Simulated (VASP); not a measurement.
# NiO (Fm-3m) in VASP: further runs

Runs on NiO. Level: PBE. Tasks: single point.

Program: VASP 6.6.1. These are calculated values, not measurements. Logs are shortened: lines on timing, memory, paths and dates and some standing lists are left out, and cuts for length are marked.

## 1. The cell of the first run

Symmetry: Fm-3m, No. 225, cubic system. The conventional cell has a = 4.217 Å, b = 4.217 Å, c = 4.217 Å, α = 90.00°, β = 90.00°, γ = 90.00°. Ni (site symmetry m-3m) has 6 O at 2.11 Å within 2.8 Å. Within 2.8 Å of O (site symmetry m-3m) lie 6 Ni at 2.11 Å.

## 2. Single point, PBE, non-collinear spin, typed start, spin-orbit coupling

Input file INCAR:

```
ALGO = Normal
EDIFF = 1E-6
ENCUT = 520
GGA = PE
GGA_COMPAT = False
ISIF = 2
ISMEAR = 0
LASPH = True
LCHARG = False
LMAXMIX = 4
LORBIT = 11
LORBMOM = True
LREAL = False
LSORBIT = True
LWAVE = False
MAGMOM = 0 0 2 0 0 0
NBANDS = 28
NELM = 150
PREC = Accurate
SIGMA = 0.05
```

Input file KPOINTS:

```
k-points
0
Gamma
  14 14 14
```

Input file POSCAR:

```
NiO
1.0
    0.0000000000      2.1084927028      2.1084927028
    2.1084927028      0.0000000000      2.1084927028
    2.1084927028      2.1084927028      0.0000000000
Ni O
1 1
Direct
    0.0000000000      0.0000000000      0.0000000000
    0.5000000000      0.5000000000      0.5000000000
```

Potentials or basis: VASP PAW PBE potentials, release 64 (Ni, O).

Run with:

```console
> cat potpaw_PBE.64/Ni/POTCAR potpaw_PBE.64/O/POTCAR > POTCAR
> mpirun -np 1 vasp_ncl > vasp.out
```

OUTCAR:

```text
EDIFF = 1E-6
   ENCUT = 520
   GGA = PE
   ISIF = 2
   ISMEAR = 0
   LASPH = True
   LORBIT = 11
   LREAL = False
   LSORBIT = True
   NELM = 150
   PREC = Accurate

 ion  position               nearest neighbor table
   1  0.000  0.000  0.000-   2 2.11   2 2.11   2 2.11   2 2.11   2 2.11   2 2.11
   2  0.500  0.500  0.500-   1 2.11   1 2.11   1 2.11   1 2.11   1 2.11   1 2.11

  LATTYP: Found a face centered cubic cell.
 ALAT       =     4.2169854056

  Lattice vectors:

 A1 = (   0.0000000000,   2.1084927028,   2.1084927028)
 A2 = (   2.1084927028,   0.0000000000,   2.1084927028)
 A3 = (   2.1084927028,   2.1084927028,   0.0000000000)

Analysis of symmetry for initial positions (statically):
=====================================================================
 Subroutine PRICEL returns:
 Original cell was already a primitive cell.

 Routine SETGRP: Setting up the symmetry group for a
 face centered cubic supercell.

 Subroutine GETGRP returns: Found 48 space group operations
 (whereof 48 operations were pure point group operations)
 out of a pool of 48 trial point group operations.

The static configuration has the point symmetry O_h .

Analysis of symmetry for dynamics (positions and initial velocities):
=====================================================================
 Subroutine PRICEL returns:
 Original cell was already a primitive cell.

 Routine SETGRP: Setting up the symmetry group for a
 face centered cubic supercell.

 Subroutine GETGRP returns: Found 48 space group operations
 (whereof 48 operations were pure point group operations)
 out of a pool of 48 trial point group operations.

The dynamic configuration has the point symmetry O_h .

Analysis of structural, dynamic, and magnetic symmetry:
=====================================================================
 Subroutine PRICEL returns:
 Original cell was already a primitive cell.

 Routine SETGRP: Setting up the symmetry group for a
 face centered cubic supercell.

 Subroutine GETGRP returns: Found  8 space group operations
 (whereof  8 operations were pure point group operations)
 out of a pool of 48 trial point group operations.

The overall configuration has the point symmetry C_4h.

 Subroutine INISYM returns: Found  8 space group operations
[... 921 lines left out ...]
      0.00000      0.00000      0.00000         0.000000      0.000000      0.000000
      2.10849      2.10849      2.10849        -0.000000      0.000000     -0.000000
 -----------------------------------------------------------------------------------
    total drift:                               -0.000000     -0.000000     -0.000000

  FREE ENERGIE OF THE ION-ELECTRON SYSTEM (eV)
  ---------------------------------------------------
  free  energy   TOTEN  =       -11.4918288287 eV

  energy  without entropy=      -11.4902959856  energy(sigma->0) =      -11.49106241

 orbital moment (x)

 # of ion     p       d       tot
 ----------------------------------------
  1         0.000  -0.000  -0.000
  2         0.000   0.000   0.000
 ----------------------------------------
            0.000  -0.000  -0.000

 orbital moment (y)

 # of ion     p       d       tot
 ----------------------------------------
  1        -0.000  -0.000  -0.000
  2        -0.000   0.000  -0.000
 ----------------------------------------
           -0.000  -0.000  -0.000

 orbital moment (z)

 # of ion     p       d       tot
 ----------------------------------------
  1         0.000   0.138   0.138
  2        -0.003   0.000  -0.003
 ----------------------------------------
           -0.003   0.138   0.135

 Spin-Orbit-Coupling matrix elements

 Ion:    1  E_soc:     -0.0233988
 l=   1
     0.0000000    -0.0001986    -0.0002008
    -0.0001986     0.0000000    -0.0001986
    -0.0002008    -0.0001986     0.0000000
 l=   2
     0.0000000    -0.0001198     0.0000000    -0.0001198    -0.0042036
    -0.0001198     0.0000000    -0.0024566    -0.0001278    -0.0008087
     0.0000000    -0.0024566     0.0000000    -0.0024566     0.0000000
    -0.0001198    -0.0001278    -0.0024566     0.0000000    -0.0008087
    -0.0042036    -0.0008087     0.0000000    -0.0008087     0.0000000
 l=   3
     0.0000000     0.0000000     0.0000000     0.0000000     0.0000000     0.0000000     0.0000000
     0.0000000     0.0000000     0.0000000     0.0000000     0.0000000     0.0000000     0.0000000
     0.0000000     0.0000000     0.0000000     0.0000000     0.0000000     0.0000000     0.0000000
     0.0000000     0.0000000     0.0000000     0.0000000     0.0000000     0.0000000     0.0000000
     0.0000000     0.0000000     0.0000000     0.0000000     0.0000000     0.0000000     0.0000000
     0.0000000     0.0000000     0.0000000     0.0000000     0.0000000     0.0000000     0.0000000
     0.0000000     0.0000000     0.0000000     0.0000000     0.0000000     0.0000000     0.0000000

 Ion:    2  E_soc:      0.0000684
 l=   1
     0.0000000     0.0000103     0.0000136
     0.0000103     0.0000000     0.0000103
     0.0000136     0.0000103     0.0000000
 l=   2
     0.0000000     0.0000000     0.0000000     0.0000000     0.0000000
     0.0000000     0.0000000     0.0000000     0.0000000     0.0000000
     0.0000000     0.0000000     0.0000000     0.0000000     0.0000000
     0.0000000     0.0000000     0.0000000     0.0000000     0.0000000
     0.0000000     0.0000000     0.0000000     0.0000000     0.0000000
 l=   3
     0.0000000     0.0000000     0.0000000     0.0000000     0.0000000     0.0000000     0.0000000
     0.0000000     0.0000000     0.0000000     0.0000000     0.0000000     0.0000000     0.0000000
     0.0000000     0.0000000     0.0000000     0.0000000     0.0000000     0.0000000     0.0000000
     0.0000000     0.0000000     0.0000000     0.0000000     0.0000000     0.0000000     0.0000000
     0.0000000     0.0000000     0.0000000     0.0000000     0.0000000     0.0000000     0.0000000
     0.0000000     0.0000000     0.0000000     0.0000000     0.0000000     0.0000000     0.0000000
     0.0000000     0.0000000     0.0000000     0.0000000     0.0000000     0.0000000     0.0000000

 total charge

# of ion       s       p       d       tot
------------------------------------------
    1        0.323   0.383   8.227   8.933
    2        1.557   3.409   0.000   4.965
--------------------------------------------------
tot          1.879   3.792   8.227  13.899

 magnetization (x)

# of ion       s       p       d       tot
------------------------------------------
    1        0.000   0.000   0.000   0.000
    2        0.000   0.000   0.000   0.000
--------------------------------------------------
tot          0.000   0.000   0.000   0.000

 magnetization (y)

# of ion       s       p       d       tot
------------------------------------------
    1        0.000   0.000   0.000   0.000
    2        0.000   0.000   0.000   0.000
--------------------------------------------------
tot          0.000   0.000   0.000   0.000

 magnetization (z)

# of ion       s       p       d       tot
------------------------------------------
    1        0.011   0.015   1.422   1.447
    2        0.027   0.242   0.000   0.269
--------------------------------------------------
tot          0.039   0.257   1.422   1.717
```

OSZICAR:

```text
N       E                     dE             d eps       ncg     rms          rms(c)
DAV:   1     0.127251430686E+03    0.12725E+03   -0.72528E+03 22040   0.149E+03
DAV:   2    -0.106405428755E+01   -0.12832E+03   -0.11462E+03 21800   0.335E+02
DAV:   3    -0.136308347819E+02   -0.12567E+02   -0.11744E+02 23132   0.113E+02
DAV:   4    -0.138865897881E+02   -0.25576E+00   -0.25460E+00 22480   0.164E+01
DAV:   5    -0.138925204744E+02   -0.59307E-02   -0.59297E-02 25516   0.245E+00    0.146E+01
DAV:   6    -0.128043055204E+02    0.10882E+01   -0.10709E+01 27296   0.846E+01    0.197E+01
DAV:   7    -0.114802413227E+02    0.13241E+01   -0.47288E+00 23980   0.725E+01    0.593E+00
DAV:   8    -0.114943577473E+02   -0.14116E-01   -0.49276E-01 27064   0.104E+01    0.412E+00
DAV:   9    -0.114907874585E+02    0.35703E-02   -0.58622E-02 33124   0.616E+00    0.148E+00
DAV:  10    -0.114915317661E+02   -0.74431E-03   -0.17470E-02 30760   0.191E+00    0.451E-01
DAV:  11    -0.114919092370E+02   -0.37747E-03   -0.11941E-03 25572   0.742E-01    0.263E-01
DAV:  12    -0.114917984694E+02    0.11077E-03   -0.12711E-03 29496   0.113E+00    0.629E-02
DAV:  13    -0.114918433936E+02   -0.44924E-04   -0.52303E-04 21520   0.244E-01    0.518E-02
DAV:  14    -0.114918371727E+02    0.62209E-05   -0.68799E-05 26440   0.109E-01    0.204E-02
DAV:  15    -0.114918345352E+02    0.26376E-05   -0.10543E-04 21472   0.107E-01    0.124E-02
DAV:  16    -0.114918289807E+02    0.55545E-05   -0.31958E-05 21404   0.563E-02    0.857E-03
DAV:  17    -0.114918288287E+02    0.15205E-06   -0.48130E-06 21464   0.316E-02
   1 F= -.11491829E+02 E0= -.11491062E+02  d E =-.153284E-02  mag=    -0.0000     0.0000     1.7614
```

stdout:

```text
POSCAR found type information on POSCAR NiO
 POSCAR found :  2 types and       2 ions
 scaLAPACK will be used
 LDA part: xc-table for (Slater+PW92), standard interpolation
 POSCAR, INCAR and KPOINTS ok, starting setup
 FFT: planning ... GRIDC
 FFT: planning ... GRID_SOFT
 FFT: planning ... GRID
 WAVECAR not read
 entering main loop
```

It took 9.4 min on 1 thread of Oxide Virtual Turin-like, shared host; peak memory 0.39 GiB.

What came out:

| Quantity | Value |
| --- | --- |
| Free energy | -11.4918 eV |
| Pressure | -0.7 GPa |
| Net moment | 1.76 μB per cell |
| Valence electrons inside the program's atomic spheres | Ni 8.93; O 4.96 |

Moments on the atoms (μB; x, y, z):
```
Ni  0.00 0.00 1.45
O   0.00 0.00 0.27
```

Caveat: a cell with one magnetic atom can't hold antiferromagnetic order, which such compounds often take.

## 3. Single point, PBE, non-collinear spin, typed start, spin-orbit coupling (9.37 Å³/atom)

Input file INCAR:

```
SYSTEM = NiO
  ALGO = Normal
  EDIFF = 1E-6
  ENCUT = 520
  GGA = PE
  GGA_COMPAT = .False.
  ISIF = 2
  ISMEAR = 0
  LASPH = .True.
  LCHARG = .False.
  LMAXMIX = 4
  LORBIT = 11
  LORBMOM = .True.
  LREAL = .False.
  LSORBIT = .True.
  LWAVE = .False.
  MAGMOM = 0 0 1.63 0 0 0
  NBANDS = 28
  NELM = 150
  PREC = Accurate
  SIGMA = 0.05
```

Input file KPOINTS:

```
k-points
0
Gamma
  14 14 14
  0 0 0
```

POSCAR is that of step 2.

Potentials or basis: VASP PAW PBE potentials, release 64 (Ni, O).

Run with:

```console
> cat potpaw_PBE.64/Ni/POTCAR potpaw_PBE.64/O/POTCAR > POTCAR
> mpirun -np 1 vasp_ncl > vasp.out
```

Wall time 13 min (1 thread of Oxide Virtual Turin-like, shared host); peak memory 0.39 GiB.

The run converged. Its results:

| Item | Value |
| --- | --- |
| Free energy | -11.4918 eV |
| Pressure | -0.6 GPa |
| Net moment | 1.76 μB per cell |
| Valence electrons inside the program's atomic spheres | Ni 8.93; O 4.96 |

Moments on the atoms (μB; x, y, z):
```
Ni  0.00 0.00 1.45
O   0.00 0.00 0.27
```

Caveat: a cell with one magnetic atom can't hold antiferromagnetic order, which such compounds often take.

## 4. Single point, PBE, non-collinear spin, typed start, spin-orbit coupling

Input file INCAR:

```
SYSTEM = NiO
  ALGO = Normal
  EDIFF = 1E-6
  ENCUT = 520
  GGA = PE
  GGA_COMPAT = .FALSE.
  ISIF = 2
  ISMEAR = -4
  LASPH = .TRUE.
  LCHARG = .FALSE.
  LMAXMIX = 4
  LNONCOLLINEAR = .TRUE.
  LORBIT = 11
  LORBMOM = .TRUE.
  LREAL = .FALSE.
  LSORBIT = .TRUE.
  LWAVE = .FALSE.
  MAGMOM = 0 0 2 0 0 0
  NBANDS = 28
  NELM = 150
  PREC = Accurate
  SIGMA = 0.1
```

Input file KPOINTS:

```
k-points
0
G
  14 14 14
  0 0 0
```

POSCAR is that of step 3.

Run with:

```console
> cat potpaw_PBE.64/Ni/POTCAR potpaw_PBE.64/O/POTCAR > POTCAR
> mpirun -np 1 vasp_ncl > vasp.out
```

It took 15 min on 1 thread of Oxide Virtual Turin-like, shared host; peak memory 0.4 GiB.

It converged, with:

```yaml
Free_energy: -11.4840 eV
Pressure: 0.1 GPa
Net_moment: 1.83 μB per cell
Valence_electrons_inside_the_program's_atomic_spheres: Ni 8.93; O 4.97
```

Moments on the atoms (μB; x, y, z):
```
Ni  0.00 0.00 1.50
O   0.00 0.00 0.29
```

Caveat: a cell with one magnetic atom can't hold antiferromagnetic order, which such compounds often take.
